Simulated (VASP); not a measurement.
Write the native input for VASP 6.6.1 that does the following.

| Quantity | Value |
| --- | --- |
| Task | electric field gradients |
| Functional | PBE |
| Potentials or basis | VASP PAW PBE potentials, release 64 (Mg, S) |
| Cutoff | 520 eV |
| k mesh | 8 × 8 × 8 |
| Occupations | fermi-dirac, width 0.01 eV |
| Spin | no spin polarisation |
| Dipole correction | no |
| Further INCAR settings | ALGO = Normal; EDIFF = 1e-08; NBANDS = 11 |

The structure of MgS lies in POSCAR:

```
MgS
1.0
    0.0000000000      2.6188799723      2.6188799723
    2.6188799723      0.0000000000      2.6188799723
    2.6188799723      2.6188799723      0.0000000000
Mg S
1 1
Direct
    0.0000000000      0.0000000000      0.0000000000
    0.5000000000      0.5000000000      0.5000000000
```

This cell differs from its parent crystal: volume scaled by 1.02.

These files were run (other wordings do the same):

INCAR

```
PREC     = Accurate       # precision mode
ENCUT    = 520            # plane-wave cutoff, eV
EDIFF    = 1E-8           # SCF threshold, eV
ISMEAR   = -1             # smearing method
SIGMA    = 0.01           # smearing width, eV
LREAL    = False          # projectors in reciprocal space
LASPH    = True           # aspherical terms in the spheres
NELM     = 60             # most SCF steps
ALGO     = Normal         # electronic algorithm
ISIF     = 2              # what is computed and relaxed
LWAVE    = False          # write WAVECAR
LCHARG   = False          # write CHGCAR
GGA      = PE             # functional
LEFG     = True         
NBANDS   = 11             # bands
```

KPOINTS

```
regular mesh
0
Gamma
  8 8 8
```

Potentials or basis: VASP PAW PBE potentials, release 64 (Mg, S).

Launch:

```console
$ cat potpaw_PBE.64/Mg/POTCAR potpaw_PBE.64/S/POTCAR > POTCAR
$ mpirun -np 1 vasp_std > vasp.out
```

Results of the run:

| Item | Value |
| --- | --- |
| Pressure | -0.6 GPa |
| Band gap on the k mesh | 2.73 eV, indirect (least direct gap 3.56 eV) |

Caveat: without QUAD_EFG the Cq values of the log hold for a quadrupole moment of 1 mb, not for the nuclei.

Wall time 19 s on 1 thread of Intel(R) Xeon(R) Platinum 8259CL CPU @ 2.50GHz (Skylake/Cascade Lake) (shared host), peak memory 0.16 GiB.
